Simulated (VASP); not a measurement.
# Pb (Fm-3m) in VASP: a series of runs

Pb is run at these levels: PBEsol; tasks: single point.

Everything below comes from runs of VASP 6.6.1. Logs are shortened: lines on timing, memory, paths and dates and some standing lists are left out, and cuts for length are marked.

**1. The cell of the first run**

The structure is cubic, space group Fm-3m (No. 225). Conventional cell: a = 4.544 Å, b = 4.544 Å, c = 4.544 Å, α = 90.00°, β = 90.00°, γ = 90.00°. Pb (site symmetry m-3m) has 12 Pb at 3.21 Å within 4.2 Å.

**2. Single point, PBEsol (strain -0.080 along x and y, -0.080 along z)**

INCAR reads:

```
SYSTEM = Pb
PREC     = Accurate       ! precision mode
ENCUT    = 520            ! plane-wave cutoff, eV
EDIFF    = 1E-6           ! SCF threshold, eV
ISMEAR   = 0              ! smearing method
SIGMA    = 0.15           ! smearing width, eV
LREAL    = .FALSE.        ! projectors in reciprocal space
LASPH    = .TRUE.         ! aspherical terms in the spheres
NELM     = 100            ! most SCF steps
ALGO     = Normal         ! electronic algorithm
ISIF     = 2              ! what is computed and relaxed
LWAVE    = .FALSE.        ! write WAVECAR
LCHARG   = .TRUE.         ! write CHGCAR
GGA      = PS             ! functional
LELF     = .TRUE.         ! ELF
LVHAR    = .TRUE.       
NBANDS   = 13             ! bands
```

KPOINTS reads:

```
regular mesh
0
G
  16 16 16
  0 0 0
```

POSCAR reads:

```
Pb
1.0
    0.0000000000      2.2722160000      2.2722160000
    2.2722160000      0.0000000000      2.2722160000
    2.2722160000      2.2722160000      0.0000000000
Pb
1
Direct
    0.0000000000      0.0000000000      0.0000000000
```

Potentials or basis: VASP PAW PBE potentials, release 64 (Pb_d).

Command:

```console
> cat potpaw_PBE.64/Pb_d/POTCAR > POTCAR
> mpirun -np 1 vasp_std > vasp.out
```

OUTCAR:

```text
SYSTEM = Pb
   PREC = Accurate
   ENCUT = 520
   EDIFF = 1E-6
   ISMEAR = 0
   LREAL = .FALSE.
   LASPH = .TRUE.
   NELM = 100
   ISIF = 2
   GGA = PS

 ion  position               nearest neighbor table
   1  0.000  0.000  0.000-

  LATTYP: Found a face centered cubic cell.
 ALAT       =     4.5444320000

  Lattice vectors:

 A1 = (   0.0000000000,   2.2722160000,   2.2722160000)
 A2 = (   2.2722160000,   0.0000000000,   2.2722160000)
 A3 = (   2.2722160000,   2.2722160000,   0.0000000000)

Analysis of symmetry for initial positions (statically):
=====================================================================
 Subroutine PRICEL returns:
 Original cell was already a primitive cell.

 Routine SETGRP: Setting up the symmetry group for a
 face centered cubic supercell.

 Subroutine GETGRP returns: Found 48 space group operations
 (whereof 48 operations were pure point group operations)
 out of a pool of 48 trial point group operations.

The static configuration has the point symmetry O_h .

Analysis of symmetry for dynamics (positions and initial velocities):
=====================================================================
 Subroutine PRICEL returns:
 Original cell was already a primitive cell.

 Routine SETGRP: Setting up the symmetry group for a
 face centered cubic supercell.

 Subroutine GETGRP returns: Found 48 space group operations
 (whereof 48 operations were pure point group operations)
 out of a pool of 48 trial point group operations.

The dynamic configuration has the point symmetry O_h .

 Subroutine INISYM returns: Found 48 space group operations
 (whereof 48 operations are pure point group operations),
 and found     1 'primitive' translations

----------------------------------------------------------------------------------------

                                     Primitive cell

  volume of cell :      23.4627

  direct lattice vectors                    reciprocal lattice vectors
     0.000000000  2.272216000  2.272216000    -0.220049502  0.220049502  0.220049502
     2.272216000  0.000000000  2.272216000     0.220049502 -0.220049502  0.220049502
     2.272216000  2.272216000  0.000000000     0.220049502  0.220049502 -0.220049502

  length of vectors
     3.213398684  3.213398684  3.213398684     0.381136918  0.381136918  0.381136918

  position of ions in fractional coordinates (direct lattice)
     0.000000000  0.000000000  0.000000000

  ion indices of the primitive-cell ions
   primitive index   ion index
                 1           1

----------------------------------------------------------------------------------------

 KPOINTS: regular mesh

Automatic generation of k-mesh.
 Grid dimensions read from file:
 generate k-points for:   16   16   16

 Generating k-lattice:

  Cartesian coordinates                     Fractional coordinates (reciprocal lattice)
    -0.013753094  0.013753094  0.013753094     0.062500000  0.000000000  0.000000000
     0.013753094 -0.013753094  0.013753094     0.000000000  0.062500000  0.000000000
     0.013753094  0.013753094 -0.013753094     0.000000000  0.000000000  0.062500000

  Length of vectors
     0.023821057  0.023821057  0.023821057

  Shift w.r.t. Gamma in fractional coordinates (k-lattice)
     0.000000000  0.000000000  0.000000000

 Subroutine IBZKPT returns following result:
 ===========================================

 Found    145 irreducible k-points:

 Following reciprocal coordinates:
            Coordinates               Weight
  0.000000  0.000000  0.000000      1.000000
  0.062500  0.000000  0.000000      8.000000
  0.125000  0.000000  0.000000      8.000000
  0.187500  0.000000  0.000000      8.000000
  0.250000  0.000000  0.000000      8.000000
  0.312500  0.000000  0.000000      8.000000
[... 16 lines left out ...]
 -0.125000  0.062500  0.000000     24.000000
 -0.062500  0.062500  0.000000     12.000000
 [... further k-points ...]
   k-points           NKPTS =    145   k-points in BZ     NKDIM =    145   number of bands    NBANDS=     13
   number of dos      NEDOS =    301   number of ions     NIONS =      1
   total plane-waves  NPLWV =  13824
   dimension x,y,z NGX =    24 NGY =   24 NGZ =   24
   dimension x,y,z NGXF=    48 NGYF=   48 NGZF=   48
   ions per type =               1
   NGX,Y,Z   is equivalent  to a cutoff of  12.42, 12.42, 12.42 a.u.
   NGXF,Y,Z  is equivalent  to a cutoff of  24.83, 24.83, 24.83 a.u.
 SYSTEM =  Pb
   PREC   = accura    normal or accurate (medium, high low for compatibility)
   ISTART =      0    job   : 0-new  1-cont  2-samecut
   ICHARG =      2    charge: 1-file 2-atom 10-const
   ISPIN  =      1    spin polarized calculation?
   LNONCOLLINEAR =      F non collinear calculations
   LSORBIT =      F    spin-orbit coupling
   LASPH  =      T    aspherical Exc in radial PAW
   ENCUT  =  520.0 eV  38.22 Ry    6.18 a.u.   5.97  5.97  5.97*2*pi/ulx,y,z
   NELM   =    100;   NELMIN=  2; NELMDL= -5     # of ELM steps
   EDIFF  = 0.1E-05   stopping-criterion for ELM
   LREAL  =      F    real-space projection
   EDIFFG = 0.1E-04   stopping-criterion for IOM
   NSW    =      0    number of steps for IOM
   IBRION =     -1    ionic relax: 0-MD 1-quasi-New 2-CG
   NFREE  =      0    steps in history (QN), initial steepest desc. (CG)
   ISIF   =      2    stress and relaxation
   ISYM   =      2    0-nonsym 1-usesym 2-fastsym
   POTIM  = 0.5000    time-step for ionic-motion
   TEBEG  =    0.0;   TEEND  =   0.0 temperature during run
   PSTRESS=    0.0 pullay stress
   NELECT =      14.0000    total number of electrons
   NUPDOWN=      -1.0000    fix difference up-down
   EMIN   =  10.00;   EMAX   =-10.00  energy-range for DOS
   EFERMI =   0.00;   METHOD = LEGACY
   ISMEAR =     0;   SIGMA  =   0.15  broadening in eV -4-tet -1-fermi 0-gaus
   EFERMI_NEDOS =   21; number of points for ismear=-14 and -15
   IALGO  =     38    algorithm
   IMIX   =      4    mixing-type and parameters
     AMIX     =   0.40;   BMIX     =  1.00
     AMIX_MAG =   1.60;   BMIX_MAG =  1.00
  volume/ion in A,a.u.               =      23.46       158.33
  Fermi-wavevector in a.u.,A,eV,Ry     =   1.378239  2.604494 25.844851  1.899543
  Thomas-Fermi vector in A             =   2.503319
   LORBIT       =      0    0 simple, 1 ext, 2 COOP (PROOUT), +10 PAW based schemes
   GGA     = PS    functional components
   LHFCALC =     F    Hartree Fock is set to
   AEXX    =    0.0000 exact exchange contribution
   IVDW    =     0    specifies the selected vdW correction
   LEPSILON=     F    determine dielectric tensor
   LRPA    =     F    only Hartree local field effects (RPA)
 non-spin polarized calculation
 Gauss-broadening in eV      SIGMA  =   0.15
  energy-cutoff  :      520.00
  volume of cell :       23.46
 maximum number of plane-waves:       648
   NGX = 11   NGY = 11   NGZ = 11

 number of electron      14.0000005 magnetization

 Free energy of the ion-electron system (eV)
  ---------------------------------------------------
  ext. energy  EPLUGINS =         0.00000000
  ---------------------------------------------------
  free energy    TOTEN  =        -3.65803884 eV

  energy without entropy =       -3.65159853  energy(sigma->0) =       -3.65481869

 E-fermi :  10.5249     XC(G=0): -11.6375

 val. band max:       10.5019210892   @ k =   0.3750   0.1875   0.0625
 cond. band min:      10.5523250683   @ k =  -0.3750   0.2500   0.0000
 fundamental gap:      0.0504039791
 Fermi energy:        10.5248828861

 k-point     1 :       0.0000    0.0000    0.0000
  band No.  band energies     occupation
      1      -6.9534      2.00000
      2      -6.9534      2.00000
      3      -6.9534      2.00000
      4      -6.6516      2.00000
      5      -6.6516      2.00000
      6      -3.4549      2.00000
      7      19.8896      0.00000
      8      19.8896      0.00000
      9      19.8896      0.00000
     10      20.1320      0.00000
     11      24.9254      0.00000
     12      24.9909      0.00000
     13      24.9909      0.00000

 k-point     2 :       0.0625    0.0000    0.0000
  band No.  band energies     occupation
      1      -6.9556      2.00000
      2      -6.9417      2.00000
      3      -6.9417      2.00000
      4      -6.6533      2.00000
      5      -6.6533      2.00000
      6      -3.3580      2.00000
      7      18.6723      0.00000
      8      19.7827      0.00000
      9      19.7827      0.00000
     10      20.1264      0.00000
     11      24.9175      0.00000
     12      25.1454      0.00000
     13      25.1454      0.00000

 k-point     3 :       0.1250    0.0000    0.0000
  band No.  band energies     occupation
      1      -6.9642      2.00000
      2      -6.9127      2.00000
      3      -6.9127      2.00000
      4      -6.6531      2.00000
      5      -6.6531      2.00000
      6      -3.0642      2.00000
      7      16.3829      0.00000
      8      19.4920      0.00000
      9      19.4920      0.00000
     10      20.1553      0.00000
     11      24.5788      0.00000
     12      25.4065      0.00000
     13      25.4065      0.00000
[... 305 lines left out ...]
 k-point    23 :      -0.1250    0.0625    0.0000
  band No.  band energies     occupation
      1      -6.9733      2.00000
      2      -6.8948      2.00000
      3      -6.8881      2.00000
      4      -6.6791      2.00000
      5      -6.6252      2.00000
      6      -2.8336      2.00000
      7      15.5883      0.00000
      8      17.6313      0.00000
      9      20.1613      0.00000
     10      20.6557      0.00000
     11      23.6330      0.00000
     12      24.7233      0.00000
     13      25.2904      0.00000

 k-point    24 :      -0.0625    0.0625    0.0000
  band No.  band energies     occupation
      1      -6.9634      2.00000
      2      -6.9272      2.00000
      3      -6.9161      2.00000
      4      -6.6681      2.00000
      5      -6.6422      2.00000
      6      -3.1955      2.00000
      7      17.7527      0.00000
      8      18.3823      0.00000
      9      20.1294      0.00000
     10      20.3878      0.00000
     11      24.4081      0.00000
     12      25.0292      0.00000
     13      25.6005      0.00000

 [... further k-points ...]

------------------------ aborting loop because EDIFF is reached ----------------------------------------

  FORCE on cell =-STRESS in cart. coord.  units (eV):
  Direction    XX          YY          ZZ          XY          YZ          ZX
  --------------------------------------------------------------------------------------
  -------------------------------------------------------------------------------------
  Total        3.1240430      3.1240430      3.1240430     -0.0000000     -0.0000000      0.0000000
  in kB      213.3284356    213.3284356    213.3284356     -0.0000000     -0.0000000      0.0000000
  external PRESSURE =     213.3284356 kB  Pullay stress =       0.0000000 kB

 VOLUME and BASIS-vectors are now :
 -----------------------------------------------------------------------------
  energy-cutoff  :      520.00
  volume of cell :       23.46
      direct lattice vectors                 reciprocal lattice vectors
     0.000000000  2.272216000  2.272216000    -0.220049502  0.220049502  0.220049502
     2.272216000  0.000000000  2.272216000     0.220049502 -0.220049502  0.220049502
     2.272216000  2.272216000  0.000000000     0.220049502  0.220049502 -0.220049502

 POSITION                                       TOTAL-FORCE (eV/Angst)
 -----------------------------------------------------------------------------------
      0.00000      0.00000      0.00000         0.000000     -0.000000      0.000000
 -----------------------------------------------------------------------------------
    total drift:                               -0.000000      0.000000     -0.000000

  FREE ENERGIE OF THE ION-ELECTRON SYSTEM (eV)
  ---------------------------------------------------
  free  energy   TOTEN  =        -3.6580388417 eV

  energy  without entropy=       -3.6515985327  energy(sigma->0) =       -3.65481869
```

Wall time 15 s (1 thread of Intel Xeon 6975P-C (Granite Rapids), shared host); peak memory 0.17 GiB.

What came out:

| Item | Value |
| --- | --- |
| Free energy | -3.6580 eV |
| Pressure | 21.3 GPa |
| Band gap on the k mesh | zero (bands 7 and 8 overlap by 11.74 eV) |

Levels at points of the mesh, in eV from the Fermi level:
```csv
k point,band 5,band 6,band 7,band 8,band 9,band 10
"(0.00, 0.00, 0.00)",-17.18,-13.98,9.36,9.36,9.36,9.61
"(0.50, 0.00, 0.00)",-16.90,-8.55,-5.82,6.93,6.93,9.09
"(0.50, 0.50, 0.00)",-16.84,-6.46,-4.60,2.13,2.13,6.16
```

Caveat: the cell differs from its parent crystal (strain -0.080 along x and y, -0.080 along z); the cell stands under pressure; the PAW data sets were made with another functional, which shifts forces and pressure a little; spin-orbit coupling is left out, which moves the levels of the heavy elements.

[end of part 1 of 2]

The gap in the log of VASP goes by the Fermi energy; the results here count the filled bands.